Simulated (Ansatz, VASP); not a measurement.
Al2Ru: VASP beside Ansatz

File POSCAR:

```
Al2Ru
1.0
   -3.1218205081      0.0000000000      0.0000000000
    0.0000000000     -3.1218205081      0.0000000000
    0.0000000000      0.0000000000     17.1399668331
Al Ru
8 4
Direct
    0.0000000000      0.0000000000      0.2015635373
    0.5000000000      0.5000000000      0.9406241930
    0.0000000000      0.0000000000      0.6942706411
    0.5000000000      0.5000000000      0.4479170892
    0.5000000000      0.5000000000      0.2911435664
    1.0000000000      1.0000000000      0.0447900145
    0.5000000000      0.5000000000      0.7838506701
    1.0000000000      1.0000000000      0.5374971183
    0.0000000000      0.0000000000      0.3695303278
    0.5000000000      0.5000000000      0.1231767759
    0.0000000000      0.0000000000      0.8622374315
    0.5000000000      0.5000000000      0.6158838797
```

The input INCAR.step1:

```
PREC = Accurate ; ENCUT = 520
ISMEAR = 0 ; SIGMA = 0.15
LREAL = False ; LASPH = True
NELM = 100 ; NBANDS = 52
GGA = PE ; ALGO = Normal
EDIFF = 1E-4 ; LWAVE = True
LCHARG = False
```

The input INCAR.step2:

```
PREC = Accurate ; ENCUT = 520
EDIFF = 1E-6 ; ISMEAR = 0
SIGMA = 0.15 ; LREAL = False
LASPH = True ; NELM = 100
ALGO = Normal ; ISIF = 2
LWAVE = False ; LCHARG = True
METAGGA = R2SCAN ; LMIXTAU = True
LELF = True ; LVHAR = True
NBANDS = 52 ; ISTART = 1
```

The input KPOINTS:

```
regular mesh
0
Gamma
  15 15 3
```

Input for Ansatz:

```yaml
crystal:
  lattice:
    - [-3.1218205081, 0.0, 0.0]
    - [0.0, -3.1218205081, 0.0]
    - [0.0, 0.0, 17.1399668331]
  atoms:
    - { symbol: Al, position: [0.0, 0.0, 0.2015635373] }
    - { symbol: Al, position: [0.5, 0.5, 0.940624193] }
    - { symbol: Al, position: [0.0, 0.0, 0.6942706411] }
    - { symbol: Al, position: [0.5, 0.5, 0.4479170892] }
    - { symbol: Al, position: [0.5, 0.5, 0.2911435664] }
    - { symbol: Al, position: [1.0, 1.0, 0.0447900145] }
    - { symbol: Al, position: [0.5, 0.5, 0.7838506701] }
    - { symbol: Al, position: [1.0, 1.0, 0.5374971183] }
    - { symbol: Ru, position: [0.0, 0.0, 0.3695303278] }
    - { symbol: Ru, position: [0.5, 0.5, 0.1231767759] }
    - { symbol: Ru, position: [0.0, 0.0, 0.8622374315] }
    - { symbol: Ru, position: [0.5, 0.5, 0.6158838797] }
basis:
  ecutwfc: 500
kpoints:
  mp_grid: { grid: [15, 15, 3] }
hamiltonian:
  xc: r2scan
scf:
  occupations: { method: gaussian, width: 0.15 }
output:
  forces: true
  stress: true
  eigenvalues: true
```

Alike in both runs: task single point; functional r2SCAN; k mesh 15 × 15 × 3; occupations gaussian, width 0.15 eV; no spin polarisation.

|  | VASP | Ansatz |
| --- | --- | --- |
| version | VASP 6.6.1 | Ansatz 0.2.0 |
| potentials or method | VASP PAW PBE potentials, release 64 (Al, Ru_pv), cutoff 520 eV | scalar-relativistic, plane waves, PAW |
| valence electrons in the cell | 80 | 88 |

```csv
,VASP,Ansatz,Ansatz less VASP
gap on the k mesh at the Fermi level (eV),none,none,-
pressure (GPa),-1.9,-1.8,+0.05
"traceless stress, the component that is largest in VASP (GPa)",-0.76,-0.69,+0.062
rms of the force components (eV/Å),0.177,0.174,-0.0028
```

VASP's potentials were made for PBE, not for r2SCAN. Atom by atom the forces differ by 0.006 eV/Å (rms over components). A gap of «none» marks a metal or a gap that the smearing closes. VASP's potentials hold 80 valence electrons a cell and Ansatz's 88, so a difference there can come from the potentials and not from the codes.
